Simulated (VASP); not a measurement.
A run of VASP 6.6.1 is set up as follows.

Contents of INCAR:

```
SYSTEM = Zr3S2
  PREC = Accurate
  ENCUT = 520
  EDIFF = 1E-6
  ISMEAR = -1
  SIGMA = 0.1
  LREAL = .False.
  LASPH = .True.
  NELM = 80
  ALGO = Normal
  ISIF = 2
  LWAVE = .False.
  LCHARG = .False.
  GGA = PE
  NBANDS = 32
```

File KPOINTS:

```
Automatic mesh
0
Gamma
  5 5 5
  0 0 0
```

File POSCAR:

```
Zr3S2
1.0
    2.9025380000      1.6757810000      3.4877730000
   -2.9025380000      1.6757810000      3.4877730000
    0.0000000000     -3.3515620000      3.4877730000
Zr S
3 2
Direct
    0.1712186114      0.8486726114      0.4801087771
    0.5000000000      0.1612730000      0.8387270000
    0.8387270000      0.5000000000      0.1612730000
    0.3349770000      0.3349770000      0.3349770000
    0.6650230000      0.6650230000      0.6650230000
```

Potentials or basis: VASP PAW PBE potentials, release 64 (Zr_sv, S).

Launch:

```console
$ cat potpaw_PBE.64/Zr_sv/POTCAR potpaw_PBE.64/S/POTCAR > POTCAR
$ mpirun -np 1 vasp_std > vasp.out
```

Estimate the largest force.

0.955 eV/Å.

What does it give for the band gap on the k mesh?

Zero (bands 24 and 25 overlap by 0.24 eV).

Estimate the pressure.

-0.7 GPa.

Forces on the atoms (eV/Å):
```
Zr   0.094 -0.867 -0.388
Zr   0.065  0.257  0.009
Zr  -0.116  0.133  0.010
S   -0.123  0.251  0.221
S    0.081  0.226  0.147
```
